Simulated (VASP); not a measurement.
# La (Fd-3m) in VASP: notebook

Runs on La. Level: LDA. Tasks: single point.

Everything below comes from runs of VASP 6.6.1. Logs are shortened: lines on timing, memory, paths and dates and some standing lists are left out, and cuts for length are marked.

## (1) The cell of the first run

The structure is cubic, space group Fd-3m (No. 227). The conventional cell has a = 6.429 Å, b = 6.429 Å, c = 6.429 Å, α = 90.00°, β = 90.00°, γ = 90.00°. Within 3.7 Å of La (site symmetry -43m) lie 4 La at 2.78 Å.

## (2) Single point, LDA (volume scaled by 0.96)

INCAR

```
SYSTEM = La
ALGO = Normal ; EDIFF = 1E-6
ENCUT = 520 ; ISIF = 2
ISMEAR = -1 ; LASPH = .TRUE.
LCHARG = .FALSE. ; LREAL = .FALSE.
LWAVE = .FALSE. ; NBANDS = 18
NELM = 60 ; PREC = Accurate
SIGMA = 0.1
```

KPOINTS

```
k-points
0
G
  10 10 10
  0 0 0
```

POSCAR

```
La
1.0
    0.0000000000      3.2144601463      3.2144601463
    3.2144601463      0.0000000000      3.2144601463
    3.2144601463      3.2144601463      0.0000000000
La
2
Direct
    0.1250000000      0.1250000000      0.1250000000
    0.8750000000      0.8750000000      0.8750000000
```

Potentials or basis: VASP PAW LDA potentials, release 64 (La).

Started as:

```bash
cat potpaw_LDA.64/La/POTCAR > POTCAR
mpirun -np 1 vasp_std > vasp.out
```

OUTCAR:

```text
SYSTEM = La
   EDIFF = 1E-6
   ENCUT = 520
   ISIF = 2
   ISMEAR = -1
   LASPH = .TRUE.
   LREAL = .FALSE.
   NELM = 60
   PREC = Accurate

 ion  position               nearest neighbor table
   1  0.125  0.125  0.125-   2 2.78   2 2.78   2 2.78   2 2.78
   2  0.875  0.875  0.875-   1 2.78   1 2.78   1 2.78   1 2.78

  LATTYP: Found a face centered cubic cell.
 ALAT       =     6.4289202926

  Lattice vectors:

 A1 = (   0.0000000000,   3.2144601463,   3.2144601463)
 A2 = (   3.2144601463,   0.0000000000,   3.2144601463)
 A3 = (   3.2144601463,   3.2144601463,   0.0000000000)

Analysis of symmetry for initial positions (statically):
=====================================================================
 Subroutine PRICEL returns:
 Original cell was already a primitive cell.

 Routine SETGRP: Setting up the symmetry group for a
 face centered cubic supercell.

 Subroutine GETGRP returns: Found 48 space group operations
 (whereof 12 operations were pure point group operations)
 out of a pool of 48 trial point group operations.

The static configuration has the point symmetry D_3d.
 The point group associated with its full space group is O_h .

Analysis of symmetry for dynamics (positions and initial velocities):
=====================================================================
 Subroutine PRICEL returns:
 Original cell was already a primitive cell.

 Routine SETGRP: Setting up the symmetry group for a
 face centered cubic supercell.

 Subroutine GETGRP returns: Found 48 space group operations
 (whereof 12 operations were pure point group operations)
 out of a pool of 48 trial point group operations.

The dynamic configuration has the point symmetry D_3d.
 The point group associated with its full space group is O_h .

 Subroutine INISYM returns: Found 48 space group operations
 (whereof 12 operations are pure point group operations),
 and found     1 'primitive' translations

----------------------------------------------------------------------------------------

                                     Primitive cell

  volume of cell :      66.4285

  direct lattice vectors                    reciprocal lattice vectors
     0.000000000  3.214460146  3.214460146    -0.155547114  0.155547114  0.155547114
     3.214460146  0.000000000  3.214460146     0.155547114 -0.155547114  0.155547114
     3.214460146  3.214460146  0.000000000     0.155547114  0.155547114 -0.155547114

  length of vectors
     4.545933135  4.545933135  4.545933135     0.269415505  0.269415505  0.269415505

  position of ions in fractional coordinates (direct lattice)
     0.125000000  0.125000000  0.125000000
     0.875000000  0.875000000  0.875000000

  ion indices of the primitive-cell ions
   primitive index   ion index
                 1           1
                 2           2

----------------------------------------------------------------------------------------

 KPOINTS: k-points

Automatic generation of k-mesh.
 Grid dimensions read from file:
 generate k-points for:   10   10   10

 Generating k-lattice:

  Cartesian coordinates                     Fractional coordinates (reciprocal lattice)
    -0.015554711  0.015554711  0.015554711     0.100000000  0.000000000  0.000000000
     0.015554711 -0.015554711  0.015554711     0.000000000  0.100000000  0.000000000
     0.015554711  0.015554711 -0.015554711     0.000000000  0.000000000  0.100000000

  Length of vectors
     0.026941551  0.026941551  0.026941551

  Shift w.r.t. Gamma in fractional coordinates (k-lattice)
     0.000000000  0.000000000  0.000000000

 Subroutine IBZKPT returns following result:
 ===========================================

 Found     47 irreducible k-points:

 Following reciprocal coordinates:
            Coordinates               Weight
  0.000000  0.000000  0.000000      1.000000
  0.100000  0.000000  0.000000      8.000000
  0.200000  0.000000  0.000000      8.000000
  0.300000  0.000000  0.000000      8.000000
  0.400000  0.000000  0.000000      8.000000
  0.500000  0.000000  0.000000      4.000000
[... 16 lines left out ...]
  0.300000  0.300000  0.000000      6.000000
  0.400000  0.300000  0.000000     24.000000
 [... further k-points ...]
   k-points           NKPTS =     47   k-points in BZ     NKDIM =     47   number of bands    NBANDS=     18
   number of dos      NEDOS =    301   number of ions     NIONS =      2
   total plane-waves  NPLWV =  46656
   dimension x,y,z NGX =    36 NGY =   36 NGZ =   36
   dimension x,y,z NGXF=    72 NGYF=   72 NGZF=   72
   ions per type =               2
   NGX,Y,Z   is equivalent  to a cutoff of  13.17, 13.17, 13.17 a.u.
   NGXF,Y,Z  is equivalent  to a cutoff of  26.33, 26.33, 26.33 a.u.
 SYSTEM =  La
   PREC   = accura    normal or accurate (medium, high low for compatibility)
   ISTART =      0    job   : 0-new  1-cont  2-samecut
   ICHARG =      2    charge: 1-file 2-atom 10-const
   ISPIN  =      1    spin polarized calculation?
   LNONCOLLINEAR =      F non collinear calculations
   LSORBIT =      F    spin-orbit coupling
   LASPH  =      T    aspherical Exc in radial PAW
   ENCUT  =  520.0 eV  38.22 Ry    6.18 a.u.   8.45  8.45  8.45*2*pi/ulx,y,z
   NELM   =     60;   NELMIN=  2; NELMDL= -5     # of ELM steps
   EDIFF  = 0.1E-05   stopping-criterion for ELM
   LREAL  =      F    real-space projection
   EDIFFG = 0.1E-04   stopping-criterion for IOM
   NSW    =      0    number of steps for IOM
   IBRION =     -1    ionic relax: 0-MD 1-quasi-New 2-CG
   NFREE  =      0    steps in history (QN), initial steepest desc. (CG)
   ISIF   =      2    stress and relaxation
   ISYM   =      2    0-nonsym 1-usesym 2-fastsym
   POTIM  = 0.5000    time-step for ionic-motion
   TEBEG  =    0.0;   TEEND  =   0.0 temperature during run
   PSTRESS=    0.0 pullay stress
   NELECT =      22.0000    total number of electrons
   NUPDOWN=      -1.0000    fix difference up-down
   EMIN   =  10.00;   EMAX   =-10.00  energy-range for DOS
   EFERMI =   0.00;   METHOD = LEGACY
   ISMEAR =    -1;   SIGMA  =   0.10  broadening in eV -4-tet -1-fermi 0-gaus
   EFERMI_NEDOS =   21; number of points for ismear=-14 and -15
   IALGO  =     38    algorithm
   IMIX   =      4    mixing-type and parameters
     AMIX     =   0.40;   BMIX     =  1.00
     AMIX_MAG =   1.60;   BMIX_MAG =  1.00
  volume/ion in A,a.u.               =      33.21       224.14
  Fermi-wavevector in a.u.,A,eV,Ry     =   1.132655  2.140408 17.455017  1.282908
  Thomas-Fermi vector in A             =   2.269357
   LORBIT       =      0    0 simple, 1 ext, 2 COOP (PROOUT), +10 PAW based schemes
   GGA     = CA    functional components
   LHFCALC =     F    Hartree Fock is set to
   AEXX    =    0.0000 exact exchange contribution
   IVDW    =     0    specifies the selected vdW correction
   LEPSILON=     F    determine dielectric tensor
   LRPA    =     F    only Hartree local field effects (RPA)
 non-spin polarized calculation
  energy-cutoff  :      520.00
  volume of cell :       66.43
 maximum number of plane-waves:      1816
 NGX is ok and might be reduce to    36
   NGX = 17   NGY = 17   NGZ = 17

 number of electron      21.9999999 magnetization

 Free energy of the ion-electron system (eV)
  ---------------------------------------------------
  ext. energy  EPLUGINS =         0.00000000
  ---------------------------------------------------
  free energy    TOTEN  =        -9.45029254 eV

  energy without entropy =       -9.39440477  energy(sigma->0) =       -9.42234865

 E-fermi :   8.2791     XC(G=0):  -9.9395

 val. band max:        8.2519339850   @ k =   0.5000   0.4000   0.1000
 cond. band min:       8.2821185398   @ k =   0.4000   0.3000   0.0000
 fundamental gap:      0.0301845548
 Fermi energy:         8.2790760845

 k-point     1 :       0.0000    0.0000    0.0000
  band No.  band energies     occupation
      1     -25.2567      2.00000
      2     -22.9127      2.00000
      3      -9.4835      2.00000
      4      -9.4835      2.00000
      5      -9.4835      2.00000
      6      -6.9029      2.00000
[... 10 lines left out ...]
     17      10.0021      0.00000
     18      10.0430      0.00000

 k-point     2 :       0.1000    0.0000    0.0000
  band No.  band energies     occupation
      1     -25.2208      2.00000
      2     -22.9653      2.00000
      3      -9.5231      2.00000
      4      -9.5231      2.00000
      5      -9.4824      2.00000
      6      -6.8651      2.00000
[... 10 lines left out ...]
     17       9.9828      0.00000
     18      10.0071      0.00000

 k-point     3 :       0.2000    0.0000    0.0000
  band No.  band energies     occupation
      1     -25.1185      2.00000
      2     -23.1110      2.00000
      3      -9.6197      2.00000
      4      -9.6197      2.00000
      5      -9.4865      2.00000
      6      -6.7529      2.00000
[... 10 lines left out ...]
     17      10.0187      0.00000
     18      10.1339      0.00000

 k-point     4 :       0.3000    0.0000    0.0000
  band No.  band energies     occupation
      1     -24.9692      2.00000
      2     -23.3132      2.00000
      3      -9.7275      2.00000
      4      -9.7275      2.00000
      5      -9.5038      2.00000
      6      -6.5884      2.00000
[... 375 lines left out ...]
      4      -9.7289      2.00000
      5      -9.1891      2.00000
      6      -6.9009      2.00000
[... 10 lines left out ...]
     17       9.9095      0.00000
     18      10.1268      0.00000

 k-point    23 :       0.3000    0.3000    0.0000
  band No.  band energies     occupation
      1     -24.8400      2.00000
      2     -23.4786      2.00000
      3      -9.9915      2.00000
      4      -9.9915      2.00000
      5      -8.8279      2.00000
      6      -7.4002      2.00000
[... 10 lines left out ...]
     17       9.9520      0.00000
     18      10.1275      0.00000

 k-point    24 :       0.4000    0.3000    0.0000
  band No.  band energies     occupation
      1     -24.6878      2.00000
      2     -23.6637      2.00000
      3     -10.1014      2.00000
      4     -10.0643      2.00000
      5      -8.6555      2.00000
      6      -7.5020      2.00000
[... 10 lines left out ...]
     17      10.0733      0.00000
     18      10.1856      0.00000

 [... further k-points ...]
[... 5 lines left out ...]
  --------------------------------------------------------------------------------------
  -------------------------------------------------------------------------------------
  Total        1.0906256      1.0906256      1.0906256      0.0000000      0.0000000     -0.0000000
  in kB       26.3046259     26.3046259     26.3046259      0.0000000      0.0000000     -0.0000000
  external PRESSURE =      26.3046259 kB  Pullay stress =       0.0000000 kB

 VOLUME and BASIS-vectors are now :
 -----------------------------------------------------------------------------
  energy-cutoff  :      520.00
  volume of cell :       66.43
      direct lattice vectors                 reciprocal lattice vectors
     0.000000000  3.214460146  3.214460146    -0.155547114  0.155547114  0.155547114
     3.214460146  0.000000000  3.214460146     0.155547114 -0.155547114  0.155547114
     3.214460146  3.214460146  0.000000000     0.155547114  0.155547114 -0.155547114

 POSITION                                       TOTAL-FORCE (eV/Angst)
 -----------------------------------------------------------------------------------
      0.80362      0.80362      0.80362         0.000000      0.000000      0.000000
      5.62531      5.62531      5.62531        -0.000000     -0.000000     -0.000000
 -----------------------------------------------------------------------------------
    total drift:                               -0.000000      0.000000      0.000000

  FREE ENERGIE OF THE ION-ELECTRON SYSTEM (eV)
  ---------------------------------------------------
  free  energy   TOTEN  =        -9.4502925388 eV

  energy  without entropy=       -9.3944047675  energy(sigma->0) =       -9.42234865
```

Run time: 28 s. Hardware: 1 thread of Intel Xeon 6975P-C (Granite Rapids), shared host; peak memory 0.21 GiB.

Results:

| Item | Value |
| --- | --- |
| Free energy | -9.4503 eV |
| Pressure | 2.6 GPa |
| Band gap on the k mesh | zero (band 11 reaches 8.33 eV, above the bottom of band 12 at 8.13 eV) |

Caveat: the cell differs from its parent crystal (volume scaled by 0.96); spin-orbit coupling is left out, which moves the levels of the heavy elements.

## (3) Single point, LDA

This run uses another cell than the first one, of 34.60 Å³/atom, 1.042 times its volume.

INCAR

```
SYSTEM = La
ALGO = Normal ; EDIFF = 1E-6
ENCUT = 520 ; ISIF = 2
ISMEAR = -1 ; LASPH = .True.
LCHARG = .False. ; LREAL = .False.
LWAVE = .False. ; NBANDS = 18
NELM = 80 ; PREC = Accurate
SIGMA = 0.1
```

KPOINTS

```
k-points
0
Gamma
  10 10 10
  0 0 0
```

POSCAR

```
La
1.0
    0.0000000000      3.2584993195      3.2584993195
    3.2584993195      0.0000000000      3.2584993195
    3.2584993195      3.2584993195      0.0000000000
La
2
Direct
    0.1250000000      0.1250000000      0.1250000000
    0.8750000000      0.8750000000      0.8750000000
```

Potentials or basis: VASP PAW LDA potentials, release 64 (La).

Started as:

```bash
cat potpaw_LDA.64/La/POTCAR > POTCAR
mpirun -np 1 vasp_std > vasp.out
```

OUTCAR:

```text
SYSTEM = La
   EDIFF = 1E-6
   ENCUT = 520
   ISIF = 2
   ISMEAR = -1
   LASPH = .True.
   LREAL = .False.
   NELM = 80
   PREC = Accurate

 ion  position               nearest neighbor table
   1  0.125  0.125  0.125-   2 2.82   2 2.82   2 2.82   2 2.82
   2  0.875  0.875  0.875-   1 2.82   1 2.82   1 2.82   1 2.82

  LATTYP: Found a face centered cubic cell.
 ALAT       =     6.5169986390

  Lattice vectors:

 A1 = (   0.0000000000,   3.2584993195,   3.2584993195)
 A2 = (   3.2584993195,   0.0000000000,   3.2584993195)
 A3 = (   3.2584993195,   3.2584993195,   0.0000000000)

Analysis of symmetry for initial positions (statically):
=====================================================================
 Subroutine PRICEL returns:
 Original cell was already a primitive cell.

 Routine SETGRP: Setting up the symmetry group for a
 face centered cubic supercell.

 Subroutine GETGRP returns: Found 48 space group operations
 (whereof 12 operations were pure point group operations)
 out of a pool of 48 trial point group operations.

The static configuration has the point symmetry D_3d.
 The point group associated with its full space group is O_h .

[... 155 lines left out ...]
  ext. energy  EPLUGINS =         0.00000000
  ---------------------------------------------------
  free energy    TOTEN  =        -9.47176438 eV

  energy without entropy =       -9.41043603  energy(sigma->0) =       -9.44110021

 E-fermi :   7.8877     XC(G=0):  -9.7726

 val. band max:        7.8668657045   @ k =   0.5000   0.4000   0.1000
 cond. band min:       7.8947290998   @ k =   0.4000   0.0000   0.0000
 fundamental gap:      0.0278633952
 Fermi energy:         7.8877116139

 k-point     1 :       0.0000    0.0000    0.0000
  band No.  band energies     occupation
      1     -25.5958      2.00000
      2     -23.4977      2.00000
      3      -9.8253      2.00000
      4      -9.8253      2.00000
      5      -9.8253      2.00000
      6      -7.4101      2.00000
[... 481 lines left out ...]
      5      -9.0717      2.00000
      6      -7.9854      2.00000
[... 10 lines left out ...]
     17       9.6157      0.00000
     18       9.6997      0.00000

 [... further k-points ...]
[... 5 lines left out ...]
  --------------------------------------------------------------------------------------
  -------------------------------------------------------------------------------------
  Total       -0.0265995     -0.0265995     -0.0265995     -0.0000000      0.0000000     -0.0000000
  in kB       -0.6158865     -0.6158865     -0.6158865     -0.0000000      0.0000000     -0.0000000
  external PRESSURE =      -0.6158865 kB  Pullay stress =       0.0000000 kB

 VOLUME and BASIS-vectors are now :
 -----------------------------------------------------------------------------
  energy-cutoff  :      520.00
  volume of cell :       69.20
      direct lattice vectors                 reciprocal lattice vectors
     0.000000000  3.258499319  3.258499319    -0.153444869  0.153444869  0.153444869
     3.258499319  0.000000000  3.258499319     0.153444869 -0.153444869  0.153444869
     3.258499319  3.258499319  0.000000000     0.153444869  0.153444869 -0.153444869

 POSITION                                       TOTAL-FORCE (eV/Angst)
 -----------------------------------------------------------------------------------
      0.81462      0.81462      0.81462        -0.000000      0.000000      0.000000
      5.70237      5.70237      5.70237         0.000000     -0.000000     -0.000000
 -----------------------------------------------------------------------------------
    total drift:                               -0.000000      0.000000      0.000000

  FREE ENERGIE OF THE ION-ELECTRON SYSTEM (eV)
  ---------------------------------------------------
  free  energy   TOTEN  =        -9.4717643850 eV

  energy  without entropy=       -9.4104360269  energy(sigma->0) =       -9.44110021
```

stdout:

```text
POSCAR found type information on POSCAR La
 POSCAR found :  1 types and       2 ions
 scaLAPACK will be used
 LDA part: xc-table for (Slater(with rela. corr.)+CA(PZ))
 , standard interpolation
 POSCAR, INCAR and KPOINTS ok, starting setup
 FFT: planning ... GRIDC
 FFT: planning ... GRID_SOFT
 FFT: planning ... GRID
 WAVECAR not read
 entering main loop
```

It took 28 s on 1 thread of Intel Xeon 6975P-C (Granite Rapids), shared host; peak memory 0.21 GiB.

What came out:

* Free energy: -9.4718 eV
* Pressure: -0.1 GPa
* Band gap on the k mesh: zero (band 11 reaches 7.93 eV, above the bottom of band 12 at 7.75 eV)

Caveat: spin-orbit coupling is left out, which moves the levels of the heavy elements.

## (4) Single point, LDA (volume scaled by 1.04)

INCAR

```
SYSTEM = La
  PREC = Accurate
  ENCUT = 520
  EDIFF = 1E-6
  ISMEAR = -1
  SIGMA = 0.1
  LREAL = .FALSE.
  LASPH = .TRUE.
  NELM = 100
  ALGO = Normal
  ISIF = 2
  LWAVE = .FALSE.
  LCHARG = .TRUE.
  LELF = .TRUE.
  LVHAR = .TRUE.
  NBANDS = 18
```

KPOINTS

```
regular mesh
0
G
  10 10 10
  0 0 0
```

POSCAR

```
La
1.0
    0.0000000000      3.3013792279      3.3013792279
    3.3013792279      0.0000000000      3.3013792279
    3.3013792279      3.3013792279      0.0000000000
La
2
Direct
    0.1250000000      0.1250000000      0.1250000000
    0.8750000000      0.8750000000      0.8750000000
```

Started as:

```bash
cat potpaw_LDA.64/La/POTCAR > POTCAR
mpirun -np 1 vasp_std > vasp.out
```

Run time: 29 s. Hardware: 1 thread of Intel Xeon 6975P-C (Granite Rapids), shared host; peak memory 0.21 GiB.

It converged, with:

| Quantity | Value |
| --- | --- |
| Free energy | -9.4523 eV |
| Pressure | -2.1 GPa |
| Band gap on the k mesh | zero (band 11 reaches 7.58 eV, above the bottom of band 12 at 7.36 eV) |

Levels at points of the mesh, in eV from the Fermi level:
| k point | band 7 | band 8 | band 9 | band 10 | band 11 | band 12 | band 13 | band 14 | band 15 | band 16 |
| --- | --- | --- | --- | --- | --- | --- | --- | --- | --- | --- |
| (0.00, 0.00, 0.00) | -15.41 | -15.41 | -2.32 | -0.73 | -0.73 | 0.92 | 0.92 | 0.92 | 1.56 | 1.61 |
| (0.50, 0.00, 0.00) | -14.96 | -14.96 | -1.17 | -0.60 | -0.60 | -0.16 | 0.07 | 0.07 | 1.65 | 1.68 |
| (0.50, 0.50, 0.00) | -14.47 | -14.47 | -1.72 | -1.72 | -0.12 | -0.12 | 0.74 | 0.74 | 1.71 | 1.71 |

Caveat: the cell differs from its parent crystal (volume scaled by 1.04); spin-orbit coupling is left out, which moves the levels of the heavy elements.

(Part 1 of 2 ends here.)
